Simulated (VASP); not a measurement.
A run of VASP 6.6.1 is set up as follows.

File INCAR:

```
SYSTEM = Yb
ALGO     = Normal         ! electronic algorithm
EDIFF    = 1E-6           ! SCF threshold, eV
ENCUT    = 520            ! plane-wave cutoff, eV
GGA      = CA             ! functional
ISIF     = 2              ! what is computed and relaxed
ISMEAR   = -1             ! smearing method
ISPIN    = 2              ! spin polarisation
LASPH    = .TRUE.         ! aspherical terms in the spheres
LCHARG   = .FALSE.        ! write CHGCAR
LMAXMIX  = 6              ! l up to which the mixer works
LORBIT   = 11             ! projections on sites
LREAL    = .FALSE.        ! projectors in reciprocal space
LWAVE    = .FALSE.        ! write WAVECAR
MAGMOM   = 1              ! initial moments
NBANDS   = 22             ! bands
NELM     = 150            ! most SCF steps
PREC     = Accurate       ! precision mode
SIGMA    = 0.05           ! smearing width, eV
```

The input KPOINTS:

```
k-points
0
G
  8 8 8
  0 0 0
```

POSCAR

```
Yb
1.0
    0.0000000000      2.7431000000      2.7431000000
    2.7431000000      0.0000000000      2.7431000000
    2.7431000000      2.7431000000      0.0000000000
Yb
1
Direct
    0.0000000000      0.0000000000      0.0000000000
```

Potentials or basis: VASP PAW PBE potentials, release 64 (Yb).

Launch:

```bash
$ cat potpaw_PBE.64/Yb/POTCAR > POTCAR
$ mpirun -np 1 vasp_std > vasp.out
```

Question: Estimate the band gap on the k mesh.

Answer: Zero (filled and empty bands touch).

Question: Estimate the pressure.

Answer: -2.8 GPa.

Question: Predict the net moment.

Answer: 0.00 μB per cell.

Caveat: the PAW data sets were made with another functional, which shifts forces and pressure a little; spin-orbit coupling is left out, which moves the levels of the heavy elements. The state reached can hang on the start; a lower one may exist.
